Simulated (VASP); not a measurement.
Set up this calculation in VASP 6.6.1, as the native input.

```
Task                   : single point
Functional             : r2SCAN
Potentials or basis    : VASP PAW PBE potentials, release 64 (Si, O)
Cutoff                 : 520 eV
k mesh                 : 4 × 4 × 4
Occupations            : gaussian, width 0.02 eV
Spin                   : no spin polarisation
Dipole correction      : no
Further INCAR settings : LREAL = Auto; ALGO = Normal; EDIFF = 1e-06; NBANDS = 82
```

SiO2:

```
Si O
1.0
     7.23715    0.00000    0.00000
     0.00000    7.23715    0.00000
     0.00000    0.00000    7.23715
Si O
8 16
Direct
  0.27268 0.27268 0.27268
  0.22732 0.72732 0.77268
  0.77268 0.22732 0.72732
  0.72732 0.77268 0.22732
  0.01653 0.01653 0.01653
  0.48347 0.98347 0.51653
  0.51653 0.48347 0.98347
  0.98347 0.51653 0.48347
  0.14456 0.14456 0.14456
  0.35544 0.85544 0.64456
  0.64456 0.35544 0.85544
  0.85544 0.64456 0.35544
  0.63882 0.65218 0.06223
  0.86118 0.34782 0.56223
  0.13882 0.84782 0.93777
  0.36118 0.15218 0.43777
  0.06223 0.63882 0.65218
  0.56223 0.86118 0.34782
  0.93777 0.13882 0.84782
  0.43777 0.36118 0.15218
  0.65218 0.06223 0.63882
  0.34782 0.56223 0.86118
  0.84782 0.93777 0.13882
  0.15218 0.43777 0.36118
```

One way to write it, as run:

POSCAR

```
SiO2
1.0
    7.2371480686      0.0000000000      0.0000000000
    0.0000000000      7.2371480686      0.0000000000
    0.0000000000      0.0000000000      7.2371480686
Si O
8 16
Direct
    0.2726843550      0.2726843550      0.2726843550
    0.2273156450      0.7273156450      0.7726843550
    0.7726843550      0.2273156450      0.7273156450
    0.7273156450      0.7726843550      0.2273156450
    1.0165266725      1.0165266725      1.0165266725
    0.4834733275     -0.0165266725      0.5165266725
    0.5165266725      0.4834733275     -0.0165266725
   -0.0165266725      0.5165266725      0.4834733275
    0.1445646253      0.1445646253      0.1445646253
    0.3554353747      0.8554353747      0.6445646253
    0.6445646253      0.3554353747      0.8554353747
    0.8554353747      0.6445646253      0.3554353747
    0.6388198092      0.6521777178      0.0622337421
    0.8611801908      0.3478222822      0.5622337421
    0.1388198092      0.8478222822      0.9377662579
    0.3611801908      0.1521777178      0.4377662579
    0.0622337421      0.6388198092      0.6521777178
    0.5622337421      0.8611801908      0.3478222822
    0.9377662579      0.1388198092      0.8478222822
    0.4377662579      0.3611801908      0.1521777178
    0.6521777178      0.0622337421      0.6388198092
    0.3478222822      0.5622337421      0.8611801908
    0.8478222822      0.9377662579      0.1388198092
    0.1521777178      0.4377662579      0.3611801908
```

INCAR.step1

```
SYSTEM = SiO2
PREC = Accurate ; ENCUT = 520
ISMEAR = 0 ; SIGMA = 0.02
LREAL = Auto ; LASPH = .True.
NELM = 100 ; NBANDS = 82
GGA = PE ; ALGO = Normal
EDIFF = 1E-4 ; LWAVE = .True.
LCHARG = .False.
```

INCAR.step2

```
SYSTEM = SiO2
PREC = Accurate ; ENCUT = 520
EDIFF = 1E-6 ; ISMEAR = 0
SIGMA = 0.02 ; LREAL = Auto
LASPH = .True. ; NELM = 100
ALGO = Normal ; ISIF = 2
LWAVE = .False. ; LCHARG = .True.
METAGGA = R2SCAN ; LMIXTAU = .True.
LELF = .True. ; LVHAR = .True.
NBANDS = 82 ; ISTART = 1
```

KPOINTS

```
Automatic mesh
0
Gamma
  4 4 4
  0 0 0
```

Potentials or basis: VASP PAW PBE potentials, release 64 (Si, O).

Run with:

```console
$ cat potpaw_PBE.64/Si/POTCAR potpaw_PBE.64/O/POTCAR > POTCAR
$ cp INCAR.step1 INCAR
$ mpirun -np 1 vasp_std > vasp.out
$ cp INCAR.step2 INCAR
$ mpirun -np 1 vasp_std > vasp.out
```

Results of the run:

```json
{
 "Pressure": "-0.9 GPa",
 "Largest force": "0.025 eV/Å",
 "Band gap on the k mesh": "6.24 eV"
}
```

Caveat: the PAW data sets were made with another functional, which shifts forces and pressure a little.

It took 12 min on 1 thread of Intel(R) Xeon(R) 6975P-C (Granite Rapids), on a shared host, peak memory 0.53 GiB.
